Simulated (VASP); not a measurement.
# LiF (P6_3mc) in VASP: notebook

LiF is run at these levels: LDA; tasks: single point.

All numbers are computed with VASP 6.6.1; they aren't measurements. Logs are shortened: lines on timing, memory, paths and dates and some standing lists are left out, and cuts for length are marked.

**1. The cell of the first run**

The structure is hexagonal, space group P6_3mc (No. 186). The conventional cell has a = 2.964 Å, b = 2.964 Å, c = 4.557 Å, α = 90.00°, β = 90.00°, γ = 120.00°. Li (site symmetry 3m) has 4 F at 1.78 to 1.79 Å within 2.4 Å. F (site symmetry 3m) has 4 Li at 1.78 to 1.79 Å within 2.4 Å.

**2. Single point, LDA (8.67 Å³/atom)**

File INCAR:

```
SYSTEM = LiF
ALGO = Normal
EDIFF = 1E-6
ENCUT = 520
ISIF = 2
ISMEAR = 0
LASPH = .TRUE.
LCHARG = .FALSE.
LREAL = .FALSE.
LWAVE = .FALSE.
NBANDS = 18
NELM = 80
PREC = Accurate
SIGMA = 0.05
```

File KPOINTS:

```
k-points
0
G
  9 9 6
  0 0 0
```

File POSCAR:

```
LiF
1.0
    2.9640563679      0.0000000000      0.0000000000
   -1.4820281840      2.5669481129      0.0000000000
    0.0000000000      0.0000000000      4.5574870754
Li F
2 2
Direct
    0.3333333333      0.6666666667      0.3839784076
    0.6666666667      0.3333333333      0.8839784076
    0.3333333333      0.6666666667      0.9910195924
    0.6666666667      0.3333333333      0.4910195924
```

Potentials or basis: VASP PAW LDA potentials, release 64 (Li_sv, F).

Run with:

```bash
$ cat potpaw_LDA.64/Li_sv/POTCAR potpaw_LDA.64/F/POTCAR > POTCAR
$ mpirun -np 1 vasp_std > vasp.out
```

OUTCAR:

```text
SYSTEM = LiF
   EDIFF = 1E-6
   ENCUT = 520
   ISIF = 2
   ISMEAR = 0
   LASPH = .TRUE.
   LREAL = .FALSE.
   NELM = 80
   PREC = Accurate

 ion  position               nearest neighbor table
   1  0.333  0.667  0.384-   4 1.78   4 1.78   4 1.78   3 1.79
   2  0.667  0.333  0.884-   3 1.78   3 1.78   3 1.78   4 1.79
   3  0.333  0.667  0.991-   2 1.78   2 1.78   2 1.78   1 1.79
   4  0.667  0.333  0.491-   1 1.78   1 1.78   1 1.78   2 1.79

  LATTYP: Found a hexagonal cell.
 ALAT       =     2.9640563679
 C/A-ratio  =     1.5375844821

  Lattice vectors:

 A1 = (   2.9640563679,   0.0000000000,   0.0000000000)
 A2 = (  -1.4820281840,   2.5669481129,   0.0000000000)
 A3 = (   0.0000000000,   0.0000000000,   4.5574870754)

Analysis of symmetry for initial positions (statically):
=====================================================================
 Subroutine PRICEL returns:
 Original cell was already a primitive cell.

 Routine SETGRP: Setting up the symmetry group for a
 hexagonal supercell.

 Subroutine GETGRP returns: Found 12 space group operations
 (whereof  6 operations were pure point group operations)
 out of a pool of 24 trial point group operations.

The static configuration has the point symmetry C_3v.
 The point group associated with its full space group is C_6v.

Analysis of symmetry for dynamics (positions and initial velocities):
=====================================================================
 Subroutine PRICEL returns:
 Original cell was already a primitive cell.

 Routine SETGRP: Setting up the symmetry group for a
 hexagonal supercell.

 Subroutine GETGRP returns: Found 12 space group operations
 (whereof  6 operations were pure point group operations)
 out of a pool of 24 trial point group operations.

The dynamic configuration has the point symmetry C_3v.
 The point group associated with its full space group is C_6v.

 Subroutine INISYM returns: Found 12 space group operations
 (whereof  6 operations are pure point group operations),
 and found     1 'primitive' translations

----------------------------------------------------------------------------------------

                                     Primitive cell

  volume of cell :      34.6760

  direct lattice vectors                    reciprocal lattice vectors
     2.964056368  0.000000000  0.000000000     0.337375500  0.194783836  0.000000000
    -1.482028184  2.566948113  0.000000000     0.000000000  0.389567672  0.000000000
     0.000000000  0.000000000  4.557487075     0.000000000  0.000000000  0.219419163

  length of vectors
     2.964056368  2.964056368  4.557487075     0.389567672  0.389567672  0.219419163

  position of ions in fractional coordinates (direct lattice)
     0.333333333  0.666666667  0.383978408
     0.666666667  0.333333333  0.883978408
     0.333333333  0.666666667  0.991019592
     0.666666667  0.333333333  0.491019592

  ion indices of the primitive-cell ions
   primitive index   ion index
                 1           1
                 2           2
                 3           3
                 4           4

----------------------------------------------------------------------------------------

 KPOINTS: k-points

Automatic generation of k-mesh.
 Grid dimensions read from file:
 generate k-points for:    9    9    6

 Generating k-lattice:

  Cartesian coordinates                     Fractional coordinates (reciprocal lattice)
     0.037486167  0.021642648  0.000000000     0.111111111  0.000000000  0.000000000
     0.000000000  0.043285297  0.000000000     0.000000000  0.111111111  0.000000000
     0.000000000  0.000000000  0.036569861     0.000000000  0.000000000  0.166666667

  Length of vectors
     0.043285297  0.043285297  0.036569861

  Shift w.r.t. Gamma in fractional coordinates (k-lattice)
     0.000000000  0.000000000  0.000000000

 Subroutine IBZKPT returns following result:
 ===========================================

 Found     48 irreducible k-points:

 Following reciprocal coordinates:
            Coordinates               Weight
  0.000000  0.000000  0.000000      1.000000
  0.111111 -0.000000  0.000000      6.000000
  0.222222 -0.000000  0.000000      6.000000
  0.333333 -0.000000  0.000000      6.000000
  0.444444 -0.000000  0.000000      6.000000
  0.111111  0.111111  0.000000      6.000000
[... 16 lines left out ...]
  0.333333  0.222222  0.166667     24.000000
  0.333333  0.333333  0.166667      4.000000
 [... further k-points ...]
   k-points           NKPTS =     48   k-points in BZ     NKDIM =     48   number of bands    NBANDS=     18
   number of dos      NEDOS =    301   number of ions     NIONS =      4
   total plane-waves  NPLWV =  20736
   dimension x,y,z NGX =    24 NGY =   24 NGZ =   36
   dimension x,y,z NGXF=    48 NGYF=   48 NGZF=   72
   ions per type =               2   2
   NGX,Y,Z   is equivalent  to a cutoff of  13.46, 13.46, 13.13 a.u.
   NGXF,Y,Z  is equivalent  to a cutoff of  26.92, 26.92, 26.26 a.u.
 SYSTEM =  LiF
   PREC   = accura    normal or accurate (medium, high low for compatibility)
   ISTART =      0    job   : 0-new  1-cont  2-samecut
   ICHARG =      2    charge: 1-file 2-atom 10-const
   ISPIN  =      1    spin polarized calculation?
   LNONCOLLINEAR =      F non collinear calculations
   LSORBIT =      F    spin-orbit coupling
   LASPH  =      T    aspherical Exc in radial PAW
   ENCUT  =  520.0 eV  38.22 Ry    6.18 a.u.   5.51  5.51  8.47*2*pi/ulx,y,z
   NELM   =     80;   NELMIN=  2; NELMDL= -5     # of ELM steps
   EDIFF  = 0.1E-05   stopping-criterion for ELM
   LREAL  =      F    real-space projection
   EDIFFG = 0.1E-04   stopping-criterion for IOM
   NSW    =      0    number of steps for IOM
   IBRION =     -1    ionic relax: 0-MD 1-quasi-New 2-CG
   NFREE  =      0    steps in history (QN), initial steepest desc. (CG)
   ISIF   =      2    stress and relaxation
   ISYM   =      2    0-nonsym 1-usesym 2-fastsym
   POTIM  = 0.5000    time-step for ionic-motion
   TEBEG  =    0.0;   TEEND  =   0.0 temperature during run
   PSTRESS=    0.0 pullay stress
   NELECT =      20.0000    total number of electrons
   NUPDOWN=      -1.0000    fix difference up-down
   EMIN   =  10.00;   EMAX   =-10.00  energy-range for DOS
   EFERMI =   0.00;   METHOD = LEGACY
   ISMEAR =     0;   SIGMA  =   0.05  broadening in eV -4-tet -1-fermi 0-gaus
   EFERMI_NEDOS =   21; number of points for ismear=-14 and -15
   IALGO  =     38    algorithm
   IMIX   =      4    mixing-type and parameters
     AMIX     =   0.40;   BMIX     =  1.00
     AMIX_MAG =   1.60;   BMIX_MAG =  1.00
  volume/ion in A,a.u.               =       8.67        58.50
  Fermi-wavevector in a.u.,A,eV,Ry     =   1.362726  2.575178 25.266315  1.857022
  Thomas-Fermi vector in A             =   2.489191
   LORBIT       =      0    0 simple, 1 ext, 2 COOP (PROOUT), +10 PAW based schemes
   GGA     = CA    functional components
   LHFCALC =     F    Hartree Fock is set to
   AEXX    =    0.0000 exact exchange contribution
   IVDW    =     0    specifies the selected vdW correction
   LEPSILON=     F    determine dielectric tensor
   LRPA    =     F    only Hartree local field effects (RPA)
 non-spin polarized calculation
 Gauss-broadening in eV      SIGMA  =   0.05
  energy-cutoff  :      520.00
  volume of cell :       34.68
 maximum number of plane-waves:       954
 NGX is ok and might be reduce to    24
   NGX = 11   NGY = 11   NGZ = 17

 number of electron      20.0000008 magnetization

 Free energy of the ion-electron system (eV)
  ---------------------------------------------------
  ext. energy  EPLUGINS =         0.00000000
  ---------------------------------------------------
  free energy    TOTEN  =       -20.77163789 eV

  energy without entropy =      -20.77163789  energy(sigma->0) =      -20.77163789

 E-fermi :  -1.7564     XC(G=0): -10.1842

 val. band max:       -2.0114951319   @ k =   0.0000   0.0000   0.0000
 cond. band min:       6.1886724894   @ k =   0.0000   0.0000   0.0000
 fundamental gap:      8.2001676213
 Fermi energy:        -1.7564060990

 k-point     1 :       0.0000    0.0000    0.0000
  band No.  band energies     occupation
      1     -41.0847      2.00000
      2     -40.9941      2.00000
      3     -21.3235      2.00000
      4     -20.9889      2.00000
      5      -4.7814      2.00000
      6      -2.6990      2.00000
[... 10 lines left out ...]
     17      18.2161      0.00000
     18      19.4594      0.00000

 k-point     2 :       0.1111   -0.0000    0.0000
  band No.  band energies     occupation
      1     -41.0768      2.00000
      2     -40.9912      2.00000
      3     -21.3056      2.00000
      4     -20.9883      2.00000
      5      -4.7088      2.00000
      6      -2.8450      2.00000
[... 10 lines left out ...]
     17      18.5096      0.00000
     18      19.3228      0.00000

 k-point     3 :       0.2222   -0.0000    0.0000
  band No.  band energies     occupation
      1     -41.0561      2.00000
      2     -40.9846      2.00000
      3     -21.2569      2.00000
      4     -20.9904      2.00000
      5      -4.5228      2.00000
      6      -3.2677      2.00000
[... 10 lines left out ...]
     17      18.5756      0.00000
     18      19.0563      0.00000

 k-point     4 :       0.3333   -0.0000    0.0000
  band No.  band energies     occupation
      1     -41.0305      2.00000
      2     -40.9790      2.00000
      3     -21.1910      2.00000
      4     -21.0016      2.00000
      5      -4.4057      2.00000
      6      -3.6189      2.00000
[... 375 lines left out ...]
      4     -21.0211      2.00000
      5      -4.2125      2.00000
      6      -4.0736      2.00000
[... 10 lines left out ...]
     17      18.8077      0.00000
     18      19.9242      0.00000

 k-point    23 :       0.3333    0.2222    0.1667
  band No.  band energies     occupation
      1     -40.9988      2.00000
      2     -40.9813      2.00000
      3     -21.1004      2.00000
      4     -21.0393      2.00000
      5      -4.5283      2.00000
      6      -3.8024      2.00000
[... 10 lines left out ...]
     17      18.0829      0.00000
     18      20.3885      0.00000

 k-point    24 :       0.3333    0.3333    0.1667
  band No.  band energies     occupation
      1     -40.9874      2.00000
      2     -40.9874      2.00000
      3     -21.0641      2.00000
      4     -21.0641      2.00000
      5      -4.6191      2.00000
      6      -3.5548      2.00000
[... 10 lines left out ...]
     17      17.3071      0.00000
     18      20.4460      0.00000

 [... further k-points ...]

------------------------ aborting loop because EDIFF is reached ----------------------------------------

  FORCE on cell =-STRESS in cart. coord.  units (eV):
  Direction    XX          YY          ZZ          XY          YZ          ZX
  --------------------------------------------------------------------------------------
  -------------------------------------------------------------------------------------
  Total        1.0656662      1.0656662      0.9609351     -0.0000000      0.0000000      0.0000000
  in kB       49.2382683     49.2382683     44.3992513     -0.0000000      0.0000000      0.0000000
  external PRESSURE =      47.6252627 kB  Pullay stress =       0.0000000 kB

 VOLUME and BASIS-vectors are now :
 -----------------------------------------------------------------------------
  energy-cutoff  :      520.00
  volume of cell :       34.68
      direct lattice vectors                 reciprocal lattice vectors
     2.964056368  0.000000000  0.000000000     0.337375500  0.194783836  0.000000000
    -1.482028184  2.566948113  0.000000000     0.000000000  0.389567672  0.000000000
     0.000000000  0.000000000  4.557487075     0.000000000  0.000000000  0.219419163

 POSITION                                       TOTAL-FORCE (eV/Angst)
 -----------------------------------------------------------------------------------
     -0.00000      1.71130      1.74998        -0.000000      0.000000      0.021171
      1.48203      0.85565      4.02872        -0.000000      0.000000      0.021171
     -0.00000      1.71130      4.51656         0.000000     -0.000000     -0.021171
      1.48203      0.85565      2.23782        -0.000000      0.000000     -0.021171
 -----------------------------------------------------------------------------------
    total drift:                                0.000000      0.000000      0.000851

  FREE ENERGIE OF THE ION-ELECTRON SYSTEM (eV)
  ---------------------------------------------------
  free  energy   TOTEN  =       -20.7716378853 eV

  energy  without entropy=      -20.7716378853  energy(sigma->0) =      -20.77163789
```

Wall time 32 s (1 thread of Intel Xeon 8259CL, shared host); peak memory 0.14 GiB.

Results:

| Quantity | Value |
| --- | --- |
| Free energy | -20.7716 eV |
| Largest force | 0.021 eV/Å |
| Band gap on the k mesh | 8.20 eV |

Forces on the atoms (eV/Å):
```
Li   0.000  0.000  0.021
Li   0.000  0.000  0.021
F    0.000  0.000 -0.021
F    0.000  0.000 -0.021
```

Levels at points of the mesh, in eV from the valence-band top:
```tsv
k point	band 8	band 9	band 10	band 11	band 12	band 13
(0.00, 0.00, 0.00)	-0.26	-0.26	0.00	8.20	12.68	16.37
(0.00, 0.00, 0.50)	-0.47	-0.47	-0.47	10.00	10.00	18.48
```

Caveat: the cutoff is under 1.25 times the usual one of these potentials, so pressure, stress and relaxed cells hold a basis-set (Pulay) error; an odd mesh through Γ misses points on the zone boundary, where band edges can lie.

[end of part 1 of 2]
